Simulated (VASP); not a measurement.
Cu2Au, 3 atoms in the cell. The structure is cubic, space group Fm-3m (No. 225). Conventional cell: a = 5.918 Å, b = 5.918 Å, c = 5.918 Å, α = 90.00°, β = 90.00°, γ = 90.00°. Cu (site symmetry -43m) has 4 Au at 2.56 Å and 6 Cu at 2.96 Å within 3.4 Å. Within 3.4 Å of Au (site symmetry m-3m) lie 8 Cu at 2.56 Å. 

```yaml
Program: VASP 6.6.1
Task: single point
Functional: PBE
Potentials_or_basis: VASP PAW PBE potentials, release 64 (Cu, Au)
Cutoff: 520 eV
k_mesh: 14 × 14 × 14
Occupations: gaussian, width 0.1 eV
Spin: no spin polarisation
Dipole_correction: no
Further_INCAR_settings: ALGO = Fast; EDIFF = 1e-07; NBANDS = 24
```

Potentials or basis: VASP PAW PBE potentials, release 64 (Cu, Au).

Run with:

```console
$ cat potpaw_PBE.64/Cu/POTCAR potpaw_PBE.64/Au/POTCAR > POTCAR
$ mpirun -np 1 vasp_std > vasp.out
```

Hardware: 1 thread of Intel(R) Xeon(R) 6975P-C (Granite Rapids), on a shared host.

Estimate the wall time of this run.

Run time: 65 s on 1 thread of Intel(R) Xeon(R) 6975P-C (Granite Rapids) (shared host), peak memory 0.26 GiB. Counts: scf iterations 21, k points 104.
